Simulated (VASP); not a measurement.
A run of VASP 6.6.1:

Contents of INCAR:

```
SYSTEM = CoO
PREC     = Accurate       ! precision mode
ENCUT    = 520            ! plane-wave cutoff, eV
EDIFF    = 1E-6           ! SCF threshold, eV
ISMEAR   = -1             ! smearing method
SIGMA    = 0.05           ! smearing width, eV
LREAL    = .FALSE.        ! projectors in reciprocal space
LASPH    = .TRUE.         ! aspherical terms in the spheres
NELM     = 150            ! most SCF steps
ALGO     = Normal         ! electronic algorithm
ISIF     = 2              ! what is computed and relaxed
LWAVE    = .FALSE.        ! write WAVECAR
LCHARG   = .TRUE.         ! write CHGCAR
ISPIN    = 2              ! spin polarisation
MAGMOM   = 2 0            ! initial moments
LORBIT   = 11             ! projections on sites
LMAXMIX  = 4              ! l up to which the mixer works
GGA      = PS             ! functional
LELF     = .TRUE.         ! ELF
LVHAR    = .TRUE.       
NBANDS   = 18             ! bands
```

The input KPOINTS:

```
Automatic mesh
0
G
  16 16 16
  0 0 0
```

The input POSCAR:

```
CoO
1.0
    0.0639450000      2.1634725000      2.1634725000
    2.1634725000      0.0639450000      2.1634725000
    2.1634725000      2.1634725000      0.0639450000
Co O
1 1
Direct
    0.0000000000      0.0000000000      0.0000000000
    0.5000000000      0.5000000000      0.5000000000
```

Potentials or basis: VASP PAW PBE potentials, release 64 (Co, O).

The run is started by

```bash
$ cat potpaw_PBE.64/Co/POTCAR potpaw_PBE.64/O/POTCAR > POTCAR
$ mpirun -np 1 vasp_std > vasp.out
```

Hardware: 1 thread of AMD EPYC 9R45 96-Core Processor (Zen 5), on a shared host.

Task: Estimate the wall time of this run.

Result: Wall time 3.2 min on 1 thread of AMD EPYC 9R45 96-Core Processor (Zen 5), on a shared host, peak memory 0.29 GiB. Counts: scf iterations 17, k points 417.
